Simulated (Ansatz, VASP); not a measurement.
# SiC in VASP and in Ansatz

```xyz
2
Lattice="0.0000 2.0139 2.0139 2.0139 0.0000 2.0139 2.0139 2.0139 0.0000" Properties=species:S:1:pos:R:3 pbc="T T T"
Si    0.0000    0.0000    0.0000
C     2.0139    2.0139    2.0139
```

Alike in both runs: task single point; functional HSE06; k mesh 6 × 6 × 6; occupations fermi-dirac, width 0.02 eV; no spin polarisation.

```csv
,VASP,Ansatz
version,VASP 6.6.1,Ansatz 0.2.0
potentials or method,"VASP PAW PBE potentials, release 64 (Si, C)",plane waves
plane-wave cutoff (eV),520,420
valence electrons in the cell,8,8
```

```csv
,VASP,Ansatz,Ansatz less VASP
pressure (GPa),-3.2,-3.0,+0.21
```

The functional is the same, so the differences come from potentials, cutoffs and numerics. Ansatz's warnings: exchange mesh not taken up, filled band counts differ across k points, stress exchange threshold loose, stress scf threshold loose.

The k mesh is coarse, so the values compare programs but aren't converged.
